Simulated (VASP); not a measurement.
# TaN (Fmm2) in VASP: a series of runs

The runs below take TaN through single point, with LDA.

Program: VASP 6.6.1. These are calculated values, not measurements. Logs are shortened: lines on timing, memory, paths and dates and some standing lists are left out, and cuts for length are marked.

## Step 1: The cell of the first run

The structure is orthorhombic, space group Fmm2 (No. 42). The conventional cell has a = 4.349 Å, b = 4.522 Å, c = 4.522 Å, α = 90.00°, β = 90.00°, γ = 90.00°. Within 2.9 Å of Ta (site symmetry mm2) lie 6 N at 2.18 to 2.33 Å. Within 2.9 Å of N (site symmetry mm2) lie 6 Ta at 2.18 to 2.33 Å.

## Step 2: Single point, LDA (atoms displaced along a vibrational mode, the cell strained)

The input, INCAR:

```
PREC     = Accurate       # precision mode
ENCUT    = 520            # plane-wave cutoff, eV
EDIFF    = 1E-6           # SCF threshold, eV
ISMEAR   = 0              # smearing method
SIGMA    = 0.15           # smearing width, eV
LREAL    = F              # projectors in reciprocal space
LASPH    = T              # aspherical terms in the spheres
NELM     = 80             # most SCF steps
ALGO     = Normal         # electronic algorithm
ISIF     = 2              # what is computed and relaxed
LWAVE    = F              # write WAVECAR
LCHARG   = F              # write CHGCAR
GGA      = CA             # functional
NBANDS   = 15             # bands
```

The input, KPOINTS:

```
Automatic mesh
0
Gamma
  18 18 18
```

The input, POSCAR:

```
TaN
1.0
    0.0000000000      2.2612401490      2.1742693740
    2.2612401490      0.0000000000      2.1742693740
    2.2612401490      2.2612401490      0.0000000000
Ta N
1 1
Direct
    0.4989105691      0.5010894309      0.5010894309
    0.0140736932     -0.0140736932     -0.0140736932
```

Potentials or basis: VASP PAW LDA potentials, release 64 (Ta_pv, N).

On the command line:

```
$ cat potpaw_LDA.64/Ta_pv/POTCAR potpaw_LDA.64/N/POTCAR > POTCAR
$ mpirun -np 1 vasp_std > vasp.out
```

OUTCAR:

```text
PREC = Accurate
   ENCUT = 520
   EDIFF = 1E-6
   ISMEAR = 0
   LREAL = F
   LASPH = T
   NELM = 80
   ISIF = 2
   GGA = CA

 ion  position               nearest neighbor table
   1  0.499  0.501  0.501-   2 2.18   2 2.18   2 2.19   2 2.26   2 2.26   2 2.33
   2  0.014  0.986  0.986-   1 2.18   1 2.18   1 2.19   1 2.26   1 2.26   1 2.33

  LATTYP: Found a body centered tetragonal cell.
 ALAT       =     3.1978764865
 C/A-ratio  =     1.3598207330

  Lattice vectors:

 A1 = (   0.0000000000,  -2.2612401490,  -2.1742693740)
 A2 = (   0.0000000000,   2.2612401490,  -2.1742693740)
 A3 = (   2.2612401490,   0.0000000000,   2.1742693740)

Analysis of symmetry for initial positions (statically):
=====================================================================
 Subroutine PRICEL returns:
 Original cell was already a primitive cell.

 Routine SETGRP: Setting up the symmetry group for a
 body centered tetragonal supercell.

 Subroutine GETGRP returns: Found  4 space group operations
 (whereof  4 operations were pure point group operations)
 out of a pool of 16 trial point group operations.

The static configuration has the point symmetry C_2v.

Analysis of symmetry for dynamics (positions and initial velocities):
=====================================================================
 Subroutine PRICEL returns:
 Original cell was already a primitive cell.

 Routine SETGRP: Setting up the symmetry group for a
 body centered tetragonal supercell.

 Subroutine GETGRP returns: Found  4 space group operations
 (whereof  4 operations were pure point group operations)
 out of a pool of 16 trial point group operations.

The dynamic configuration has the point symmetry C_2v.

 Subroutine INISYM returns: Found  4 space group operations
 (whereof  4 operations are pure point group operations),
 and found     1 'primitive' translations

----------------------------------------------------------------------------------------

                                     Primitive cell

  volume of cell :      22.2350

  direct lattice vectors                    reciprocal lattice vectors
     0.000000000  2.261240149  2.174269374    -0.221117602  0.221117602  0.229962306
     2.261240149  0.000000000  2.174269374     0.221117602 -0.221117602  0.229962306
     2.261240149  2.261240149  0.000000000     0.221117602  0.221117602 -0.229962306

  length of vectors
     3.136981722  3.136981722  3.197876486     0.388160599  0.388160599  0.388160599

  position of ions in fractional coordinates (direct lattice)
     0.498910569  0.501089431  0.501089431
     0.014073693  0.985926307  0.985926307

  ion indices of the primitive-cell ions
   primitive index   ion index
                 1           1
                 2           2

----------------------------------------------------------------------------------------

 KPOINTS: Automatic mesh

Automatic generation of k-mesh.
 Grid dimensions read from file:
 generate k-points for:   18   18   18

 Generating k-lattice:

  Cartesian coordinates                     Fractional coordinates (reciprocal lattice)
    -0.012284311  0.012284311  0.012775684     0.055555556 -0.000000000  0.000000000
     0.012284311 -0.012284311  0.012775684    -0.000000000  0.055555556  0.000000000
     0.012284311  0.012284311 -0.012775684     0.000000000  0.000000000  0.055555556

  Length of vectors
     0.021564478  0.021564478  0.021564478

  Shift w.r.t. Gamma in fractional coordinates (k-lattice)
     0.000000000  0.000000000  0.000000000

 Subroutine IBZKPT returns following result:
 ===========================================

 Found    865 irreducible k-points:

 Following reciprocal coordinates:
            Coordinates               Weight
  0.000000  0.000000  0.000000      1.000000
  0.055556  0.000000  0.000000      8.000000
  0.111111  0.000000  0.000000      8.000000
  0.166667  0.000000  0.000000      8.000000
  0.222222  0.000000  0.000000      8.000000
  0.277778  0.000000  0.000000      8.000000
[... 16 lines left out ...]
 -0.277778  0.055556  0.000000      8.000000
 -0.222222  0.055556  0.000000      8.000000
 [... further k-points ...]
   k-points           NKPTS =    865   k-points in BZ     NKDIM =    865   number of bands    NBANDS=     15
   number of dos      NEDOS =    301   number of ions     NIONS =      2
   total plane-waves  NPLWV =  13824
   dimension x,y,z NGX =    24 NGY =   24 NGZ =   24
   dimension x,y,z NGXF=    48 NGYF=   48 NGZF=   48
   ions per type =               1   1
   NGX,Y,Z   is equivalent  to a cutoff of  12.72, 12.72, 12.48 a.u.
   NGXF,Y,Z  is equivalent  to a cutoff of  25.44, 25.44, 24.95 a.u.
 SYSTEM =  unknown system
   PREC   = accura    normal or accurate (medium, high low for compatibility)
   ISTART =      0    job   : 0-new  1-cont  2-samecut
   ICHARG =      2    charge: 1-file 2-atom 10-const
   ISPIN  =      1    spin polarized calculation?
   LNONCOLLINEAR =      F non collinear calculations
   LSORBIT =      F    spin-orbit coupling
   LASPH  =      T    aspherical Exc in radial PAW
   ENCUT  =  520.0 eV  38.22 Ry    6.18 a.u.   5.83  5.83  5.95*2*pi/ulx,y,z
   NELM   =     80;   NELMIN=  2; NELMDL= -5     # of ELM steps
   EDIFF  = 0.1E-05   stopping-criterion for ELM
   LREAL  =      F    real-space projection
   EDIFFG = 0.1E-04   stopping-criterion for IOM
   NSW    =      0    number of steps for IOM
   IBRION =     -1    ionic relax: 0-MD 1-quasi-New 2-CG
   NFREE  =      0    steps in history (QN), initial steepest desc. (CG)
   ISIF   =      2    stress and relaxation
   ISYM   =      2    0-nonsym 1-usesym 2-fastsym
   POTIM  = 0.5000    time-step for ionic-motion
   TEBEG  =    0.0;   TEEND  =   0.0 temperature during run
   PSTRESS=    0.0 pullay stress
   NELECT =      16.0000    total number of electrons
   NUPDOWN=      -1.0000    fix difference up-down
   EMIN   =  10.00;   EMAX   =-10.00  energy-range for DOS
   EFERMI =   0.00;   METHOD = LEGACY
   ISMEAR =     0;   SIGMA  =   0.15  broadening in eV -4-tet -1-fermi 0-gaus
   EFERMI_NEDOS =   21; number of points for ismear=-14 and -15
   IALGO  =     38    algorithm
   IMIX   =      4    mixing-type and parameters
     AMIX     =   0.40;   BMIX     =  1.00
     AMIX_MAG =   1.60;   BMIX_MAG =  1.00
  volume/ion in A,a.u.               =      11.12        75.02
  Fermi-wavevector in a.u.,A,eV,Ry     =   1.467020  2.772265 29.281731  2.152147
  Thomas-Fermi vector in A             =   2.582687
   LORBIT       =      0    0 simple, 1 ext, 2 COOP (PROOUT), +10 PAW based schemes
   GGA     = CA    functional components
   LHFCALC =     F    Hartree Fock is set to
   AEXX    =    0.0000 exact exchange contribution
   IVDW    =     0    specifies the selected vdW correction
   LEPSILON=     F    determine dielectric tensor
   LRPA    =     F    only Hartree local field effects (RPA)
 non-spin polarized calculation
 Gauss-broadening in eV      SIGMA  =   0.15
  energy-cutoff  :      520.00
  volume of cell :       22.23
 maximum number of plane-waves:       612
   NGX = 11   NGY = 11   NGZ = 11

 number of electron      15.9999999 magnetization

 Free energy of the ion-electron system (eV)
  ---------------------------------------------------
  ext. energy  EPLUGINS =         0.00000000
  ---------------------------------------------------
  free energy    TOTEN  =       -23.99142387 eV

  energy without entropy =      -23.98168206  energy(sigma->0) =      -23.98655297

 E-fermi :   8.8660     XC(G=0): -13.4162

 val. band max:        8.8556984073   @ k =   0.1667   0.0556   0.2222
 cond. band min:       8.8675612423   @ k =  -0.4444   0.2778   0.2222
 fundamental gap:      0.0118628350
 Fermi energy:         8.8659566533

 k-point     1 :       0.0000    0.0000    0.0000
  band No.  band energies     occupation
      1     -26.7508      2.00000
      2     -26.7493      2.00000
      3     -26.7286      2.00000
      4      -9.3631      2.00000
      5       5.0826      2.00000
      6       5.1023      2.00000
      7       5.1958      2.00000
      8       6.7424      2.00000
      9       6.9084      2.00000
     10       7.2805      2.00000
     11       8.6889      1.90493
     12       8.8465      1.14549
     13      10.6172      0.00000
     14      18.3608      0.00000
     15      20.2074      0.00000

 k-point     2 :       0.0556    0.0000    0.0000
  band No.  band energies     occupation
      1     -26.7694      2.00000
      2     -26.7529      2.00000
      3     -26.7347      2.00000
      4      -9.2925      2.00000
      5       4.6395      2.00000
      6       4.8798      2.00000
      7       5.0249      2.00000
      8       6.8458      2.00000
      9       7.0390      2.00000
     10       7.3540      2.00000
     11       8.9905      0.24035
     12       9.1521      0.00697
     13      10.8557      0.00000
     14      18.5803      0.00000
     15      20.2073      0.00000

 k-point     3 :       0.1111    0.0000    0.0000
  band No.  band energies     occupation
      1     -26.8353      2.00000
      2     -26.7613      2.00000
      3     -26.7415      2.00000
      4      -9.0867      2.00000
      5       3.8408      2.00000
      6       4.3223      2.00000
      7       4.4737      2.00000
      8       7.1276      2.00000
      9       7.3135      2.00000
     10       7.5396      2.00000
     11       9.7261      0.00000
     12       9.9065      0.00000
     13      11.4801      0.00000
     14      19.1967      0.00000
     15      20.2071      0.00000
[... 343 lines left out ...]
 k-point    23 :      -0.2778    0.0556    0.0000
  band No.  band energies     occupation
      1     -27.2196      2.00000
      2     -26.8037      2.00000
      3     -26.7964      2.00000
      4      -7.7430      2.00000
      5       0.7483      2.00000
      6       2.3310      2.00000
      7       2.7478      2.00000
      8       8.3356      2.00000
      9       8.7127      1.85162
     10       9.5877      0.00000
     11      13.2378      0.00000
     12      13.4673      0.00000
     13      13.6875      0.00000
     14      20.1881      0.00000
     15      20.7289      0.00000

 k-point    24 :      -0.2222    0.0556    0.0000
  band No.  band energies     occupation
      1     -27.0969      2.00000
      2     -26.7870      2.00000
      3     -26.7862      2.00000
      4      -8.2048      2.00000
      5       1.5748      2.00000
      6       2.7769      2.00000
      7       3.2728      2.00000
      8       7.8507      2.00000
      9       8.1263      2.00000
     10       9.0273      0.12812
     11      12.1566      0.00000
     12      12.6391      0.00000
     13      12.9418      0.00000
     14      20.2026      0.00000
     15      21.0690      0.00000

 [... further k-points ...]
[... 5 lines left out ...]
  --------------------------------------------------------------------------------------
  -------------------------------------------------------------------------------------
  Total       -3.7172367     -3.9825674     -1.2865740      0.0000000      0.0000000      0.0000000
  in kB     -267.8514975   -286.9703309    -92.7061675      0.0000000      0.0000000      0.0000000
  external PRESSURE =    -215.8426653 kB  Pullay stress =       0.0000000 kB

 VOLUME and BASIS-vectors are now :
 -----------------------------------------------------------------------------
  energy-cutoff  :      520.00
  volume of cell :       22.23
      direct lattice vectors                 reciprocal lattice vectors
     0.000000000  2.261240149  2.174269374    -0.221117602  0.221117602  0.229962306
     2.261240149  0.000000000  2.174269374     0.221117602 -0.221117602  0.229962306
     2.261240149  2.261240149  0.000000000     0.221117602  0.221117602 -0.229962306

 POSITION                                       TOTAL-FORCE (eV/Angst)
 -----------------------------------------------------------------------------------
      2.26617      2.26124      2.17427        -0.249670      0.000000      0.000000
      4.45883      2.26124      2.17427         0.249670      0.000000      0.000000
 -----------------------------------------------------------------------------------
    total drift:                                0.000048     -0.000000     -0.000000

  FREE ENERGIE OF THE ION-ELECTRON SYSTEM (eV)
  ---------------------------------------------------
  free  energy   TOTEN  =       -23.9914238736 eV

  energy  without entropy=      -23.9816820571  energy(sigma->0) =      -23.98655297
```

It took 2.1 min on 1 thread of Intel Xeon Platinum 8259CL at 2.50GHz (Skylake/Cascade Lake), shared host; peak memory 0.38 GiB.

Results:

| Quantity | Value |
| --- | --- |
| Free energy | -23.9914 eV |
| Pressure | -21.6 GPa |
| Largest force | 0.250 eV/Å |
| Band gap on the k mesh | zero (bands 8 and 9 overlap by 3.55 eV) |

Forces in eV/Å, atoms in the order of the input:
```
Ta  -0.250  0.000  0.000
N    0.250  0.000  0.000
```

Levels at points of the mesh, in eV from the Fermi level:
```tsv
k point	band 5	band 6	band 7	band 8	band 9	band 10	band 11	band 12
(0.00, 0.00, 0.00)	-3.78	-3.76	-3.67	-2.12	-1.96	-1.59	-0.18	-0.02
(0.50, 0.00, 0.00)	-9.95	-7.24	-7.23	1.59	1.91	1.94	3.77	6.65
(0.50, 0.50, 0.00)	-6.16	-5.46	-4.59	-4.29	1.99	3.30	3.31	4.19
(0.50, 0.00, 0.50)	-6.55	-5.37	-4.47	-4.03	1.85	3.06	3.52	4.23
(0.00, 0.50, 0.50)	-6.53	-5.11	-4.44	-4.31	1.82	3.06	3.51	4.18
```

Caveat: the cell differs from its parent crystal (atoms displaced along a vibrational mode, the cell strained); the cell stands under tension; spin-orbit coupling is left out, which moves the levels of the heavy elements.

## Step 3: Single point, LDA (atoms displaced along a vibrational mode, the cell strained)

The input, INCAR:

```
  PREC = Accurate
  ENCUT = 520
  EDIFF = 1E-6
  ISMEAR = 0
  SIGMA = 0.15
  LREAL = False
  LASPH = True
  NELM = 80
  ALGO = Normal
  ISIF = 2
  LWAVE = False
  LCHARG = True
  LELF = True
  LVHAR = True
  NBANDS = 15
```

The input, KPOINTS:

```
regular mesh
0
Gamma
  18 18 18
```

The input, POSCAR:

```
TaN
1.0
    0.0000000000      2.2323223663      2.1742693740
    2.2323223663      0.0000000000      2.1742693740
    2.2323223663      2.2323223663      0.0000000000
Ta N
1 1
Direct
    0.4989105691      0.5010894309      0.5010894309
    0.0140736932     -0.0140736932     -0.0140736932
```

Potentials or basis: VASP PAW LDA potentials, release 64 (Ta_pv, N).

On the command line:

```
$ cat potpaw_LDA.64/Ta_pv/POTCAR potpaw_LDA.64/N/POTCAR > POTCAR
$ mpirun -np 1 vasp_std > vasp.out
```

Run time: 3.7 min. Hardware: 1 thread of Intel Xeon Platinum 8175M at 2.50GHz (Skylake/Cascade Lake), shared host; peak memory 0.37 GiB.

It converged, with:

```yaml
Free_energy: -24.0745 eV
Pressure: -14.8 GPa
Largest_force: 0.356 eV/Å
Band_gap_on_the_k_mesh: zero (bands 8 and 9 overlap by 3.72 eV)
```

Forces in eV/Å, atoms in the order of the input:
```
Ta  -0.356  0.000  0.000
N    0.356  0.000  0.000
```

Stress tensor (GPa, compression positive):
```
-18.23   0.00   0.00
  0.00 -20.38   0.00
  0.00   0.00  -5.83
```

Levels at points of the mesh, in eV from the Fermi level:
```csv
k point,band 6,band 7,band 8,band 9,band 10,band 11
"(0.00, 0.00, 0.00)",-3.85,-3.78,-2.16,-2.00,-1.74,-0.09
"(0.50, 0.00, 0.00)",-7.42,-7.41,1.72,1.92,1.97,3.86
"(0.50, 0.50, 0.00)",-5.61,-4.62,-4.33,2.05,3.44,3.44
"(0.50, 0.00, 0.50)",-5.55,-4.54,-4.15,1.98,3.26,3.59
"(0.00, 0.50, 0.50)",-5.31,-4.52,-4.42,1.95,3.26,3.59
```

Caveat: the cell differs from its parent crystal (atoms displaced along a vibrational mode, the cell strained); the cell stands under tension; spin-orbit coupling is left out, which moves the levels of the heavy elements.
